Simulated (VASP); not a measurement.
Write the native input for VASP 6.6.1 that does the following.

| Quantity | Value |
| --- | --- |
| Task | relaxation of cell and atoms |
| Functional | PBE |
| Potentials or basis | VASP PAW PBE potentials, release 64 (Sc_sv, Ga_d, N) |
| Cutoff | 600 eV |
| k mesh | 6 × 6 × 4 |
| Occupations | gaussian, width 0.1 eV |
| Spin | no spin polarisation |
| Dipole correction | no |
| Further INCAR settings | ALGO = Normal; EDIFF = 1e-07; IBRION = 2; EDIFFG = -0.04; NSW = 90; ISIF = 3 |

The structure of ScGaN lies in POSCAR:

```
ScGaN
1.0
    3.8927847500      0.0000000000      0.0000000000
   -1.9463923700      3.3712504800      0.0000000000
    0.0000000000      0.0000000000      3.9871669100
Sc Ga N
1 1 1
Direct
    0.0000000000      0.0000000000      0.0000000000
    0.6666666700      0.3333333300      0.5000000000
    0.3333333300      0.6666666700      0.5000000000
```

The input as run:

INCAR

```
ALGO = Normal
EDIFF = 1E-7
EDIFFG = -0.04
ENCUT = 600
GGA = PE
IBRION = 2
ISIF = 3
ISMEAR = 0
LASPH = T
LCHARG = F
LREAL = F
LWAVE = F
NELM = 60
NSW = 90
PREC = Accurate
SIGMA = 0.1
```

KPOINTS

```
k-points
0
Gamma
  6 6 4
```

Potentials or basis: VASP PAW PBE potentials, release 64 (Sc_sv, Ga_d, N).

Command:

```bash
$ cat potpaw_PBE.64/Sc_sv/POTCAR potpaw_PBE.64/Ga_d/POTCAR potpaw_PBE.64/N/POTCAR > POTCAR
$ mpirun -np 1 vasp_std > vasp.out
```

Results of the run:

```
Relaxed volume                         : 14.17 Å³/atom
Relaxed cell                           : a = 3.695 Å, b = 3.695 Å, c = 3.597 Å, α = 90.00°, β = 90.00°, γ = 120.00°
Space group after relaxing (to 0.05 Å) : P-6m2 (No. 187)
Energy gained by relaxing              : 170.1 meV/atom
Ionic steps                            : 7
Pressure after relaxing                : -0.2 GPa
```

Caveat: the k points lie up to 0.44 Å⁻¹ apart in the final cell; the volume moved by over 15 % at a fixed basis, so the end points are rough.

Run time: 74 s on 1 thread of AMD EPYC 9R45 96-Core Processor (Zen 5), with other jobs on the host, peak memory 0.18 GiB.
